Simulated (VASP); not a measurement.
# InP (F-43m) in VASP: a series of runs

Runs on InP. Level: LDA. Tasks: single point.

All numbers are computed with VASP 6.6.1; they aren't measurements. Logs are shortened: lines on timing, memory, paths and dates and some standing lists are left out, and cuts for length are marked.

**1. The cell of the first run**

The structure is cubic, space group F-43m (No. 216). The conventional cell has a = 5.671 Å, b = 5.671 Å, c = 5.671 Å, α = 90.00°, β = 90.00°, γ = 90.00°. Within 3.2 Å of In (site symmetry -43m) lie 4 P at 2.46 Å. P (site symmetry -43m) has 4 In at 2.46 Å within 3.2 Å.

**2. Single point, LDA**

File INCAR:

```
PREC = Accurate ; ENCUT = 520
EDIFF = 1E-6 ; ISMEAR = 0
SIGMA = 0.01 ; LREAL = F
LASPH = T ; NELM = 60
ALGO = Normal ; ISIF = 2
LWAVE = F ; LCHARG = T
LELF = T ; LVHAR = T
NBANDS = 16
```

File KPOINTS:

```
Automatic mesh
0
Gamma
  8 8 8
```

File POSCAR:

```
InP
1.0
    0.0000000000      2.8354943266      2.8354943266
    2.8354943266      0.0000000000      2.8354943266
    2.8354943266      2.8354943266      0.0000000000
In P
1 1
Direct
    0.0000000000      0.0000000000      0.0000000000
    0.7500000000      0.7500000000      0.7500000000
```

Potentials or basis: VASP PAW LDA potentials, release 64 (In_d, P).

The run is started by

```
$ cat potpaw_LDA.64/In_d/POTCAR potpaw_LDA.64/P/POTCAR > POTCAR
$ mpirun -np 1 vasp_std > vasp.out
```

OUTCAR:

```text
PREC = Accurate
   ENCUT = 520
   EDIFF = 1E-6
   ISMEAR = 0
   LREAL = F
   LASPH = T
   NELM = 60
   ISIF = 2

 ion  position               nearest neighbor table
   1  0.000  0.000  0.000-   2 2.46   2 2.46   2 2.46   2 2.46
   2  0.750  0.750  0.750-   1 2.46   1 2.46   1 2.46   1 2.46

  LATTYP: Found a face centered cubic cell.
 ALAT       =     5.6709886532

  Lattice vectors:

 A1 = (   0.0000000000,   2.8354943266,   2.8354943266)
 A2 = (   2.8354943266,   0.0000000000,   2.8354943266)
 A3 = (   2.8354943266,   2.8354943266,   0.0000000000)

Analysis of symmetry for initial positions (statically):
=====================================================================
 Subroutine PRICEL returns:
 Original cell was already a primitive cell.

 Routine SETGRP: Setting up the symmetry group for a
 face centered cubic supercell.

 Subroutine GETGRP returns: Found 24 space group operations
 (whereof 24 operations were pure point group operations)
 out of a pool of 48 trial point group operations.

The static configuration has the point symmetry T_d .

Analysis of symmetry for dynamics (positions and initial velocities):
=====================================================================
 Subroutine PRICEL returns:
 Original cell was already a primitive cell.

 Routine SETGRP: Setting up the symmetry group for a
 face centered cubic supercell.

 Subroutine GETGRP returns: Found 24 space group operations
 (whereof 24 operations were pure point group operations)
 out of a pool of 48 trial point group operations.

The dynamic configuration has the point symmetry T_d .

 Subroutine INISYM returns: Found 24 space group operations
 (whereof 24 operations are pure point group operations),
 and found     1 'primitive' translations

----------------------------------------------------------------------------------------

                                     Primitive cell

  volume of cell :      45.5949

  direct lattice vectors                    reciprocal lattice vectors
     0.000000000  2.835494327  2.835494327    -0.176336096  0.176336096  0.176336096
     2.835494327  0.000000000  2.835494327     0.176336096 -0.176336096  0.176336096
     2.835494327  2.835494327  0.000000000     0.176336096  0.176336096 -0.176336096

  length of vectors
     4.009994533  4.009994533  4.009994533     0.305423078  0.305423078  0.305423078

  position of ions in fractional coordinates (direct lattice)
     0.000000000  0.000000000  0.000000000
     0.750000000  0.750000000  0.750000000

  ion indices of the primitive-cell ions
   primitive index   ion index
                 1           1
                 2           2

----------------------------------------------------------------------------------------

 KPOINTS: Automatic mesh

Automatic generation of k-mesh.
 Grid dimensions read from file:
 generate k-points for:    8    8    8

 Generating k-lattice:

  Cartesian coordinates                     Fractional coordinates (reciprocal lattice)
    -0.022042012  0.022042012  0.022042012     0.125000000  0.000000000  0.000000000
     0.022042012 -0.022042012  0.022042012     0.000000000  0.125000000  0.000000000
     0.022042012  0.022042012 -0.022042012     0.000000000  0.000000000  0.125000000

  Length of vectors
     0.038177885  0.038177885  0.038177885

  Shift w.r.t. Gamma in fractional coordinates (k-lattice)
     0.000000000  0.000000000  0.000000000

 Subroutine IBZKPT returns following result:
 ===========================================

 Found     29 irreducible k-points:

 Following reciprocal coordinates:
            Coordinates               Weight
  0.000000  0.000000  0.000000      1.000000
  0.125000  0.000000  0.000000      8.000000
  0.250000  0.000000  0.000000      8.000000
  0.375000  0.000000  0.000000      8.000000
  0.500000  0.000000  0.000000      4.000000
  0.125000  0.125000  0.000000      6.000000
[... 16 lines left out ...]
  0.500000  0.250000  0.125000     48.000000
 -0.375000  0.250000  0.125000     24.000000
 [... further k-points ...]
   k-points           NKPTS =     29   k-points in BZ     NKDIM =     29   number of bands    NBANDS=     16
   number of dos      NEDOS =    301   number of ions     NIONS =      2
   total plane-waves  NPLWV =  27000
   dimension x,y,z NGX =    30 NGY =   30 NGZ =   30
   dimension x,y,z NGXF=    60 NGYF=   60 NGZF=   60
   ions per type =               1   1
   NGX,Y,Z   is equivalent  to a cutoff of  12.44, 12.44, 12.44 a.u.
   NGXF,Y,Z  is equivalent  to a cutoff of  24.87, 24.87, 24.87 a.u.
 SYSTEM =  unknown system
   PREC   = accura    normal or accurate (medium, high low for compatibility)
   ISTART =      0    job   : 0-new  1-cont  2-samecut
   ICHARG =      2    charge: 1-file 2-atom 10-const
   ISPIN  =      1    spin polarized calculation?
   LNONCOLLINEAR =      F non collinear calculations
   LSORBIT =      F    spin-orbit coupling
   LASPH  =      T    aspherical Exc in radial PAW
   ENCUT  =  520.0 eV  38.22 Ry    6.18 a.u.   7.46  7.46  7.46*2*pi/ulx,y,z
   NELM   =     60;   NELMIN=  2; NELMDL= -5     # of ELM steps
   EDIFF  = 0.1E-05   stopping-criterion for ELM
   LREAL  =      F    real-space projection
   EDIFFG = 0.1E-04   stopping-criterion for IOM
   NSW    =      0    number of steps for IOM
   IBRION =     -1    ionic relax: 0-MD 1-quasi-New 2-CG
   NFREE  =      0    steps in history (QN), initial steepest desc. (CG)
   ISIF   =      2    stress and relaxation
   ISYM   =      2    0-nonsym 1-usesym 2-fastsym
   POTIM  = 0.5000    time-step for ionic-motion
   TEBEG  =    0.0;   TEEND  =   0.0 temperature during run
   PSTRESS=    0.0 pullay stress
   NELECT =      18.0000    total number of electrons
   NUPDOWN=      -1.0000    fix difference up-down
   EMIN   =  10.00;   EMAX   =-10.00  energy-range for DOS
   EFERMI =   0.00;   METHOD = LEGACY
   ISMEAR =     0;   SIGMA  =   0.01  broadening in eV -4-tet -1-fermi 0-gaus
   EFERMI_NEDOS =   21; number of points for ismear=-14 and -15
   IALGO  =     38    algorithm
   IMIX   =      4    mixing-type and parameters
     AMIX     =   0.40;   BMIX     =  1.00
     AMIX_MAG =   1.60;   BMIX_MAG =  1.00
  volume/ion in A,a.u.               =      22.80       153.84
  Fermi-wavevector in a.u.,A,eV,Ry     =   1.200955  2.269477 19.623600  1.442294
  Thomas-Fermi vector in A             =   2.336777
   LORBIT       =      0    0 simple, 1 ext, 2 COOP (PROOUT), +10 PAW based schemes
   GGA     = CA    functional components
   LHFCALC =     F    Hartree Fock is set to
   AEXX    =    0.0000 exact exchange contribution
   IVDW    =     0    specifies the selected vdW correction
   LEPSILON=     F    determine dielectric tensor
   LRPA    =     F    only Hartree local field effects (RPA)
 non-spin polarized calculation
 Gauss-broadening in eV      SIGMA  =   0.01
  energy-cutoff  :      520.00
  volume of cell :       45.59
 maximum number of plane-waves:      1249
 NGX is ok and might be reduce to    30
   NGX = 15   NGY = 15   NGZ = 15

 number of electron      17.9999991 magnetization

 Free energy of the ion-electron system (eV)
  ---------------------------------------------------
  ext. energy  EPLUGINS =         0.00000000
  ---------------------------------------------------
  free energy    TOTEN  =        -9.59198707 eV

  energy without entropy =       -9.59198707  energy(sigma->0) =       -9.59198707

 E-fermi :   6.2401     XC(G=0): -10.0437

 val. band max:        6.1692254547   @ k =   0.0000   0.0000   0.0000
 cond. band min:       7.2096887479   @ k =   0.0000   0.0000   0.0000
 fundamental gap:      1.0404632932
 Fermi energy:         6.2400930312

 k-point     1 :       0.0000    0.0000    0.0000
  band No.  band energies     occupation
      1      -8.2732      2.00000
      2      -8.2732      2.00000
      3      -8.2732      2.00000
      4      -8.0618      2.00000
      5      -8.0618      2.00000
      6      -6.1072      2.00000
[... 8 lines left out ...]
     15      15.7731      0.00000
     16      15.7731      0.00000

 k-point     2 :       0.1250    0.0000    0.0000
  band No.  band energies     occupation
      1      -8.3028      2.00000
      2      -8.2627      2.00000
      3      -8.2627      2.00000
      4      -8.0619      2.00000
      5      -8.0619      2.00000
      6      -5.8963      2.00000
[... 8 lines left out ...]
     15      15.0222      0.00000
     16      15.7167      0.00000

 k-point     3 :       0.2500    0.0000    0.0000
  band No.  band energies     occupation
      1      -8.3672      2.00000
      2      -8.2405      2.00000
      3      -8.2405      2.00000
      4      -8.0584      2.00000
      5      -8.0584      2.00000
      6      -5.3060      2.00000
[... 8 lines left out ...]
     15      14.7786      0.00000
     16      15.2766      0.00000

 k-point     4 :       0.3750    0.0000    0.0000
  band No.  band energies     occupation
      1      -8.4248      2.00000
      2      -8.2241      2.00000
      3      -8.2241      2.00000
      4      -8.0488      2.00000
      5      -8.0488      2.00000
      6      -4.4932      2.00000
[... 8 lines left out ...]
     15      15.8037      0.00000
     16      15.8037      0.00000
[... 324 lines left out ...]
 k-point    22 :       0.3750    0.2500    0.1250
  band No.  band energies     occupation
      1      -8.4176      2.00000
      2      -8.2138      2.00000
      3      -8.2045      2.00000
      4      -8.0860      2.00000
      5      -8.0404      2.00000
      6      -4.8183      2.00000
[... 8 lines left out ...]
     15      16.5707      0.00000
     16      18.1460      0.00000

 k-point    23 :       0.5000    0.2500    0.1250
  band No.  band energies     occupation
      1      -8.4498      2.00000
      2      -8.2068      2.00000
      3      -8.1841      2.00000
      4      -8.0805      2.00000
      5      -8.0402      2.00000
      6      -4.0661      2.00000
[... 8 lines left out ...]
     15      17.2928      0.00000
     16      17.7764      0.00000

 k-point    24 :      -0.3750    0.2500    0.1250
  band No.  band energies     occupation
      1      -8.4615      2.00000
      2      -8.2062      2.00000
      3      -8.1771      2.00000
      4      -8.0717      2.00000
      5      -8.0438      2.00000
      6      -3.6178      2.00000
[... 8 lines left out ...]
     15      16.9786      0.00000
     16      17.7937      0.00000

 [... further k-points ...]

------------------------ aborting loop because EDIFF is reached ----------------------------------------

  FORCE on cell =-STRESS in cart. coord.  units (eV):
  Direction    XX          YY          ZZ          XY          YZ          ZX
  --------------------------------------------------------------------------------------
  -------------------------------------------------------------------------------------
  Total        1.9920139      1.9920139      1.9920139     -0.0000000     -0.0000000     -0.0000000
  in kB       69.9981556     69.9981556     69.9981556     -0.0000000     -0.0000000     -0.0000000
  external PRESSURE =      69.9981556 kB  Pullay stress =       0.0000000 kB

 VOLUME and BASIS-vectors are now :
 -----------------------------------------------------------------------------
  energy-cutoff  :      520.00
  volume of cell :       45.59
      direct lattice vectors                 reciprocal lattice vectors
     0.000000000  2.835494327  2.835494327    -0.176336096  0.176336096  0.176336096
     2.835494327  0.000000000  2.835494327     0.176336096 -0.176336096  0.176336096
     2.835494327  2.835494327  0.000000000     0.176336096  0.176336096 -0.176336096

 POSITION                                       TOTAL-FORCE (eV/Angst)
 -----------------------------------------------------------------------------------
      0.00000      0.00000      0.00000        -0.000000     -0.000000     -0.000000
      4.25324      4.25324      4.25324         0.000000      0.000000      0.000000
 -----------------------------------------------------------------------------------
    total drift:                                0.000000      0.000000      0.000000

  FREE ENERGIE OF THE ION-ELECTRON SYSTEM (eV)
  ---------------------------------------------------
  free  energy   TOTEN  =        -9.5919870738 eV

  energy  without entropy=       -9.5919870738  energy(sigma->0) =       -9.59198707
```

Run time: 33 s. Hardware: 1 thread of AMD EPYC, shared host; peak memory 0.12 GiB.

What came out:

| Quantity | Value |
| --- | --- |
| Free energy | -9.5920 eV |
| Pressure | 7.0 GPa |
| Band gap on the k mesh | 1.04 eV, direct |

Caveat: spin-orbit coupling is left out, which moves the levels of the heavy elements. A k mesh can miss the band edges.

**3. Single point, LDA**

This run uses another cell than the first one, of 24.09 Å³/atom, 1.057 times its volume.

File INCAR:

```
SYSTEM = InP
PREC = Accurate
ENCUT = 520
EDIFF = 1E-6
ISMEAR = 0
SIGMA = 0.01
LREAL = .FALSE.
LASPH = .TRUE.
NELM = 80
ALGO = Normal
ISIF = 2
LWAVE = .FALSE.
LCHARG = .FALSE.
NBANDS = 16
```

File KPOINTS:

```
Automatic mesh
0
G
  8 8 8
  0 0 0
```

File POSCAR:

```
InP
1.0
    0.0000000000      2.8881024134      2.8881024134
    2.8881024134      0.0000000000      2.8881024134
    2.8881024134      2.8881024134      0.0000000000
In P
1 1
Direct
    0.0000000000      0.0000000000      0.0000000000
    0.7500000000      0.7500000000      0.7500000000
```

Potentials or basis: VASP PAW LDA potentials, release 64 (In_d, P).

The run is started by

```
$ cat potpaw_LDA.64/In_d/POTCAR potpaw_LDA.64/P/POTCAR > POTCAR
$ mpirun -np 1 vasp_std > vasp.out
```

Wall time 32 s (1 thread of AMD EPYC, shared host); peak memory 0.12 GiB.

It converged, with:

```yaml
Free_energy: -9.6638 eV
Pressure: 2.0 GPa
Band_gap_on_the_k_mesh: 0.75 eV, direct
```

Levels at points of the mesh, in eV from the valence-band top:
| k point | band 6 | band 7 | band 8 | band 9 | band 10 | band 11 | band 12 | band 13 |
| --- | --- | --- | --- | --- | --- | --- | --- | --- |
| (0.00, 0.00, 0.00) | -11.86 | 0.00 | 0.00 | 0.00 | 0.75 | 3.96 | 3.96 | 3.96 |
| (0.50, 0.00, 0.00) | -9.95 | -6.07 | -1.06 | -1.06 | 1.43 | 4.71 | 4.71 | 6.97 |
| (0.50, 0.50, 0.00) | -9.23 | -6.06 | -2.51 | -2.51 | 1.52 | 2.12 | 9.27 | 9.72 |

Caveat: spin-orbit coupling is left out, which moves the levels of the heavy elements.

**4. Single point, LDA**

This run uses another cell than the first one, of 23.52 Å³/atom, 1.032 times its volume.

File INCAR:

```
SYSTEM = InP
  ALGO = Normal
  EDIFF = 1E-6
  ENCUT = 520
  ISIF = 2
  ISMEAR = 0
  LASPH = .True.
  LCHARG = .False.
  LREAL = .False.
  LWAVE = .False.
  NBANDS = 16
  NELM = 100
  PREC = Accurate
  SIGMA = 0.01
```

File KPOINTS:

```
k-points
0
Gamma
  8 8 8
  0 0 0
```

File POSCAR:

```
InP
1.0
    0.0000000000      2.8652658893      2.8652658893
    2.8652658893      0.0000000000      2.8652658893
    2.8652658893      2.8652658893      0.0000000000
In P
1 1
Direct
    0.0000000000      0.0000000000      0.0000000000
    0.7500000000      0.7500000000      0.7500000000
```

The run is started by

```
$ cat potpaw_LDA.64/In_d/POTCAR potpaw_LDA.64/P/POTCAR > POTCAR
$ mpirun -np 1 vasp_std > vasp.out
```

Wall time 31 s (1 thread of AMD EPYC, shared host); peak memory 0.13 GiB.

The run converged. Its results:

* Free energy: -9.6422 eV
* Pressure: 4.0 GPa
* Band gap on the k mesh: 0.87 eV, direct

Levels at points of the mesh, in eV from the valence-band top:
```tsv
k point	band 5	band 6	band 7	band 8	band 9	band 10	band 11	band 12	band 13	band 14
(0.00, 0.00, 0.00)	-14.16	-12.03	0.00	0.00	0.00	0.87	3.95	3.95	3.95	8.61
(0.50, 0.00, 0.00)	-14.14	-10.04	-6.21	-1.10	-1.10	1.49	4.70	4.70	7.01	9.57
(0.50, 0.50, 0.00)	-14.11	-9.29	-6.17	-2.60	-2.60	1.48	2.11	9.43	9.88	9.88
```

Caveat: spin-orbit coupling is left out, which moves the levels of the heavy elements.

**5. Summary**

| cell | gap on the mesh (eV) | pressure (GPa) |
| --- | --- | --- |
| a = 4.010 Å, angles 60.0°, 2 atoms | 1.04 | 7.0 |
| a = 4.084 Å, angles 60.0°, 2 atoms | 0.75 | 2.0 |
| a = 4.052 Å, angles 60.0°, 2 atoms | 0.87 | 4.0 |

Alike in all rows: task single point; level LDA; potentials or basis VASP PAW LDA potentials, release 64 (In_d, P); no spin polarisation; k mesh 8 × 8 × 8; cutoff (eV) 520; smearing gaussian 0.01 eV.

Caveats: spin-orbit coupling is left out, which moves the levels of the heavy elements.

Absolute energies hang on the potentials; compare differences alone.
